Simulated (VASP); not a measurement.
# NiO (R-3m) in VASP: a series of runs

Runs on NiO. Level: PBE+U. Tasks: single point.

Program: VASP 6.6.1. These are calculated values, not measurements. Logs are shortened: lines on timing, memory, paths and dates and some standing lists are left out, and cuts for length are marked.

### 1 The cell of the first run

The typed cell holds 4 atoms: a = 3.019 Å, b = 3.019 Å, c = 6.033 Å, α = 59.98°, β = 59.98°, γ = 60.00°.

### 2 Single point, PBE+U, collinear spin, antiferromagnetic start

INCAR reads:

```
SYSTEM = NiO
PREC = Accurate
ENCUT = 520
EDIFF = 1E-6
ISMEAR = 0
SIGMA = 0.05
LREAL = .False.
LASPH = .True.
NELM = 150
ALGO = Normal
ISIF = 2
LWAVE = .False.
LCHARG = .False.
ISPIN = 2
MAGMOM = 1.86 -1.86 0 0
LORBIT = 11
LMAXMIX = 4
LDAU = .True.
LDAUTYPE = 2
LDAUL = 2 -1
LDAUU = 6.2 0
LDAUJ = 0 0
LDAUPRINT = 1
GGA = PE
NBANDS = 28
```

KPOINTS reads:

```
Automatic mesh
0
Gamma
  10 10 5
  0 0 0
```

POSCAR reads:

```
NiO
1.0
    0.0000000000      2.1345858284      2.1345858284
    2.1345858284      0.0000000000      2.1345858284
    4.2661711442      4.2661711442      0.0030005126
Ni O
2 2
Direct
    0.0000000000      0.0000000000      0.0000000000
    0.0000000000      0.0000000000      0.5000000000
    0.5000000046      0.5000000046      0.2499999932
    0.4999999954      0.4999999954      0.7500000068
```

Potentials or basis: VASP PAW PBE potentials, release 64 (Ni, O).

Launch:

```bash
$ cat potpaw_PBE.64/Ni/POTCAR potpaw_PBE.64/O/POTCAR > POTCAR
$ mpirun -np 1 vasp_std > vasp.out
```

OUTCAR:

```text
SYSTEM = NiO
   PREC = Accurate
   ENCUT = 520
   EDIFF = 1E-6
   ISMEAR = 0
   LREAL = .False.
   LASPH = .True.
   NELM = 150
   ISIF = 2
   ISPIN = 2
   LORBIT = 11
   GGA = PE

 ion  position               nearest neighbor table
   1  0.000  0.000  0.000-   3 2.13   4 2.13   3 2.13   3 2.13   4 2.13   4 2.13   2 3.02   2 3.02
                             2 3.02   2 3.02   2 3.02   2 3.02
   2  0.000  0.000  0.500-   3 2.13   3 2.13   4 2.13   4 2.13   3 2.13   4 2.13   1 3.02   1 3.02
                             1 3.02   1 3.02   1 3.02   1 3.02
   3  0.500  0.500  0.250-   1 2.13   1 2.13   1 2.13   2 2.13   2 2.13   2 2.13
   4  0.500  0.500  0.750-   1 2.13   1 2.13   1 2.13   2 2.13   2 2.13   2 2.13

  LATTYP: Found a trigonal (rhomboedric) cell.
 ALAT       =     5.2237465624
 COS(alpha) =     0.8330205421

  Lattice vectors:

 A1 = (   4.2661711442,   2.1315853158,  -2.1315853158)
 A2 = (   2.1315853158,   2.1315853158,  -4.2661711442)
 A3 = (   2.1315853158,   4.2661711442,  -2.1315853158)

Analysis of symmetry for initial positions (statically):
=====================================================================
 Subroutine PRICEL returns following result:

  LATTYP: Found a trigonal (rhomboedric) cell.
 ALAT       =     3.0166389188
 COS(alpha) =     0.4992965497
[... 12 lines left out ...]
 Subroutine GETGRP returns: Found 12 space group operations
 (whereof 12 operations were pure point group operations)
 out of a pool of 12 trial point group operations.

The static configuration has the point symmetry D_3d.

Analysis of symmetry for dynamics (positions and initial velocities):
=====================================================================
 Subroutine PRICEL returns following result:

  LATTYP: Found a trigonal (rhomboedric) cell.
 ALAT       =     3.0166389188
 COS(alpha) =     0.4992965497
[... 12 lines left out ...]
 Subroutine GETGRP returns: Found 12 space group operations
 (whereof 12 operations were pure point group operations)
 out of a pool of 12 trial point group operations.

The dynamic configuration has the point symmetry D_3d.

Analysis of structural, dynamic, and magnetic symmetry:
=====================================================================
 Subroutine PRICEL returns following result:

  LATTYP: Found a trigonal (rhomboedric) cell.
[... 222 lines left out ...]
  o =  0.9818  v =  0.0000  0.0000  0.0000  0.0000  0.0000 -0.5774  0.5774  0.0000  0.5774  0.0000      0.0000  0.0000  0.0000  0.0000  0.0000  0.0000  0.0000  0.0000  0.0000  0.0000
  o =  0.9818  v =  0.0000  0.0000  0.0000  0.0000  0.0000  0.1738 -0.6040  0.0001  0.7778  0.0005      0.0000  0.0000  0.0000  0.0000  0.0000  0.0000  0.0000  0.0000  0.0000  0.0000
  o =  0.9818  v =  0.0000  0.0000  0.0000  0.0000  0.0000  0.7978  0.5494  0.0005  0.2484 -0.0001      0.0000  0.0000  0.0000  0.0000  0.0000  0.0000  0.0000  0.0000  0.0000  0.0000
  o =  1.0227  v =  0.0000  0.0000  0.0000  0.0000  0.0000  0.0000  0.0004 -0.0000 -0.0004  1.0000      0.0000  0.0000  0.0000  0.0000  0.0000  0.0000  0.0000  0.0000  0.0000  0.0000
  o =  1.0227  v =  0.0000  0.0000  0.0000  0.0000  0.0000 -0.0004 -0.0002  1.0000 -0.0002  0.0000      0.0000  0.0000  0.0000  0.0000  0.0000  0.0000  0.0000  0.0000  0.0000  0.0000

 number of electron      32.0000019 magnetization       0.0000000

 Free energy of the ion-electron system (eV)
  ---------------------------------------------------
  ext. energy  EPLUGINS =         0.00000000
  ---------------------------------------------------
  free energy    TOTEN  =       -20.40941929 eV

  energy without entropy =      -20.40941929  energy(sigma->0) =      -20.40941929

 E-fermi :   5.6793     XC(G=0): -12.2704

 val. band max:        5.4607553165   @ k =   0.0000   0.0000   0.4000
 cond. band min:       8.4489492288   @ k =   0.0000   0.0000   0.0000
 fundamental gap:      2.9881939123
 Fermi energy:         5.6793049406

 spin component 1

 k-point     1 :       0.0000    0.0000    0.0000
  band No.  band energies     occupation
      1     -12.2701      1.00000
      2     -11.0001      1.00000
      3      -1.0252      1.00000
      4      -0.5741      1.00000
      5      -0.5740      1.00000
      6       1.2316      1.00000
[... 1481 lines left out ...]
     27      23.1999      0.00000
     28      26.5737      0.00000

 [... further k-points ...]

------------------------ aborting loop because EDIFF is reached ----------------------------------------

  FORCE on cell =-STRESS in cart. coord.  units (eV):
  Direction    XX          YY          ZZ          XY          YZ          ZX
  --------------------------------------------------------------------------------------
  -------------------------------------------------------------------------------------
  Total       -2.3511209     -2.3511209     -2.3511209      0.0043494     -0.0043494     -0.0043494
  in kB      -96.9265544    -96.9265544    -96.9265544      0.1793073     -0.1793073     -0.1793073
  external PRESSURE =     -96.9265544 kB  Pullay stress =       0.0000000 kB

 VOLUME and BASIS-vectors are now :
 -----------------------------------------------------------------------------
  energy-cutoff  :      520.00
  volume of cell :       38.86
      direct lattice vectors                 reciprocal lattice vectors
     0.000000000  2.134585828  2.134585828    -0.234319879  0.234155076  0.234319879
     2.134585828  0.000000000  2.134585828     0.234155076 -0.234319879  0.234319879
     4.266171144  4.266171144  0.003000513     0.117242341  0.117242341 -0.117242341

 POSITION                                       TOTAL-FORCE (eV/Angst)
 -----------------------------------------------------------------------------------
      0.00000      0.00000      0.00000         0.000000      0.000000     -0.000000
      2.13309      2.13309      0.00150         0.000000      0.000000     -0.000000
      2.13384      2.13384      2.13534         0.000000      0.000000     -0.000000
      4.26692      4.26692      2.13684        -0.000000     -0.000000      0.000000
 -----------------------------------------------------------------------------------
    total drift:                               -0.000000      0.000000      0.000000

  FREE ENERGIE OF THE ION-ELECTRON SYSTEM (eV)
  ---------------------------------------------------
  free  energy   TOTEN  =       -20.4094192850 eV

  energy  without entropy=      -20.4094192850  energy(sigma->0) =      -20.40941929

 total charge

# of ion       s       p       d       tot
------------------------------------------
    1        0.324   0.375   8.189   8.888
    2        0.324   0.375   8.189   8.888
    3        1.550   3.440   0.000   4.990
    4        1.550   3.440   0.000   4.990
--------------------------------------------------
tot          3.748   7.630  16.379  27.757

 magnetization (x)

# of ion       s       p       d       tot
------------------------------------------
    1       -0.001  -0.004   1.766   1.761
    2        0.001   0.004  -1.766  -1.761
    3        0.000   0.000   0.000   0.000
    4        0.000   0.000   0.000   0.000
--------------------------------------------------
tot          0.000   0.000   0.000   0.000
```

It took 4 min on 1 thread of Intel Xeon 8259CL, shared host; peak memory 0.25 GiB.

Results:

| Item | Value |
| --- | --- |
| Free energy | -20.4094 eV |
| Pressure | -9.7 GPa |
| Band gap on the k mesh | 2.99 eV |
| Net moment | 0.00 μB per cell |
| Site moments | Ni +1.76, -1.76; O +0.00 μB |
| Valence electrons inside the program's atomic spheres | Ni 8.89; O 4.99 |

Eigenvalues of the final occupation matrices:
| site | spin | trace | eigenvalues |
| --- | --- | --- | --- |
| site 1 d | 1 | 4.99 | 0.98 0.98 0.98 1.02 1.02 |
| site 1 d | 2 | 3.22 | 0.14 0.14 0.98 0.98 0.98 |
| site 2 d | 1 | 3.22 | 0.14 0.14 0.98 0.98 0.98 |
| site 2 d | 2 | 4.99 | 0.98 0.98 0.98 1.02 1.02 |

Caveat: the cell stands under tension; an odd mesh through Γ misses points on the zone boundary, where band edges can lie.

### 3 Single point, PBE+U, collinear spin, antiferromagnetic start (9.79 Å³/atom)

This run uses another cell than the first one, of 9.79 Å³/atom.

INCAR reads:

```
PREC     = Accurate       # precision mode
ENCUT    = 520            # plane-wave cutoff, eV
EDIFF    = 1E-6           # SCF threshold, eV
ISMEAR   = 0              # smearing method
SIGMA    = 0.05           # smearing width, eV
LREAL    = False          # projectors in reciprocal space
LASPH    = True           # aspherical terms in the spheres
NELM     = 150            # most SCF steps
ALGO     = Normal         # electronic algorithm
ISIF     = 2              # what is computed and relaxed
LWAVE    = False          # write WAVECAR
LCHARG   = False          # write CHGCAR
ISPIN    = 2              # spin polarisation
MAGMOM   = 1.86 -1.86 0 0 # initial moments
LORBIT   = 11             # projections on sites
LMAXMIX  = 4              # l up to which the mixer works
LDAU     = True           # DFT+U
LDAUTYPE = 2            
LDAUL    = 2 -1           # shell
LDAUU    = 6.2 0          # U, eV
LDAUJ    = 0 0          
LDAUPRINT= 1            
GGA      = PE             # functional
NBANDS   = 28             # bands
```

KPOINTS reads:

```
regular mesh
0
Gamma
  10 10 5
```

POSCAR reads:

```
NiO
1.0
    0.0000000000      2.1402484722      2.1402484722
    2.1402484722      0.0000000000      2.1402484722
    4.2774884721      4.2774884721      0.0030084724
Ni O
2 2
Direct
    0.0000000000      0.0000000000      0.0000000000
    0.0000000000      0.0000000000      0.5000000000
    0.5000000045      0.5000000045      0.2499999932
    0.4999999955      0.4999999955      0.7500000068
```

Potentials or basis: VASP PAW PBE potentials, release 64 (Ni, O).

Launch:

```bash
$ cat potpaw_PBE.64/Ni/POTCAR potpaw_PBE.64/O/POTCAR > POTCAR
$ mpirun -np 1 vasp_std > vasp.out
```

OUTCAR:

```text
PREC = Accurate
   ENCUT = 520
   EDIFF = 1E-6
   ISMEAR = 0
   LREAL = False
   LASPH = True
   NELM = 150
   ISIF = 2
   ISPIN = 2
   LORBIT = 11
   GGA = PE

 ion  position               nearest neighbor table
   1  0.000  0.000  0.000-   3 2.14   3 2.14   4 2.14   4 2.14   3 2.14   4 2.14   2 3.02   2 3.02
                             2 3.02   2 3.02   2 3.02   2 3.02
   2  0.000  0.000  0.500-   3 2.14   4 2.14   3 2.14   4 2.14   4 2.14   3 2.14   1 3.02   1 3.02
                             1 3.02   1 3.02   1 3.02   1 3.02
[... 1822 lines left out ...]
  volume of cell :       39.17
      direct lattice vectors                 reciprocal lattice vectors
     0.000000000  2.140248472  2.140248472    -0.233699919  0.233535551  0.233699919
     2.140248472  0.000000000  2.140248472     0.233535551 -0.233699919  0.233699919
     4.277488472  4.277488472  0.003008472     0.116932143  0.116932143 -0.116932143

 POSITION                                       TOTAL-FORCE (eV/Angst)
 -----------------------------------------------------------------------------------
      0.00000      0.00000      0.00000         0.000000      0.000000      0.000000
      2.13874      2.13874      0.00150         0.000000      0.000000      0.000000
      2.13950      2.13950      2.14100        -0.000000     -0.000000     -0.000000
      4.27824      4.27824      2.14250         0.000000      0.000000     -0.000000
 -----------------------------------------------------------------------------------
    total drift:                               -0.000000     -0.000000      0.000000

  FREE ENERGIE OF THE ION-ELECTRON SYSTEM (eV)
  ---------------------------------------------------
  free  energy   TOTEN  =       -20.3899912316 eV

  energy  without entropy=      -20.3899912316  energy(sigma->0) =      -20.38999123

 total charge

# of ion       s       p       d       tot
------------------------------------------
    1        0.322   0.370   8.183   8.875
    2        0.322   0.370   8.183   8.875
    3        1.550   3.436   0.000   4.986
    4        1.550   3.436   0.000   4.986
--------------------------------------------------
tot          3.744   7.611  16.367  27.722

 magnetization (x)

# of ion       s       p       d       tot
------------------------------------------
    1       -0.000  -0.004   1.767   1.763
    2        0.000   0.004  -1.767  -1.763
    3        0.000   0.000   0.000   0.000
    4        0.000   0.000   0.000   0.000
--------------------------------------------------
tot          0.000   0.000   0.000   0.000
```

stdout:

```text
POSCAR found type information on POSCAR NiO
 POSCAR found :  2 types and       4 ions
 scaLAPACK will be used
 LDA part: xc-table for (Slater+PW92), standard interpolation
 POSCAR, INCAR and KPOINTS ok, starting setup
 FFT: planning ... GRIDC
 FFT: planning ... GRID_SOFT
 FFT: planning ... GRID
 WAVECAR not read
 entering main loop
```

Wall time 2.9 min (1 thread of Intel Xeon 8259CL, shared host); peak memory 0.25 GiB.

Results:

```yaml
Free_energy: -20.3900 eV
Pressure: -10.8 GPa
Band_gap_on_the_k_mesh: 2.93 eV
Net_moment: 0.00 μB per cell
Site_moments: Ni +1.76, -1.76; O +0.00 μB
Valence_electrons_inside_the_program's_atomic_spheres: Ni 8.88; O 4.99
```

Levels at points of the mesh, in eV from the valence-band top:
Spin up:
| k point | band 13 | band 14 | band 15 | band 16 | band 17 | band 18 | band 19 | band 20 |
| --- | --- | --- | --- | --- | --- | --- | --- | --- |
| (0.00, 0.00, 0.00) | -0.65 | -0.60 | -0.60 | -0.59 | 2.93 | 4.23 | 4.23 | 7.10 |
| (0.50, 0.00, 0.00) | -1.87 | -1.86 | -0.58 | -0.49 | 4.39 | 4.51 | 7.11 | 7.36 |
Spin down:
```
           k point  band 13  band 14  band 15  band 16  band 17  band 18  band 19  band 20
(0.00, 0.00, 0.00)    -0.65    -0.60    -0.60    -0.59     2.93     4.23     4.23     7.10
(0.50, 0.00, 0.00)    -1.87    -1.86    -0.58    -0.49     4.39     4.51     7.11     7.36
```

Eigenvalues of the final occupation matrices:
```csv
site,spin,trace,eigenvalues
site 1 d,1,4.99,0.98 0.98 0.98 1.02 1.02
site 1 d,2,3.22,0.14 0.14 0.98 0.98 0.98
site 2 d,1,3.22,0.14 0.14 0.98 0.98 0.98
site 2 d,2,4.99,0.98 0.98 0.98 1.02 1.02
```

Caveat: the cell stands under tension; an odd mesh through Γ misses points on the zone boundary, where band edges can lie.

(Part 1 of 2 ends here.)
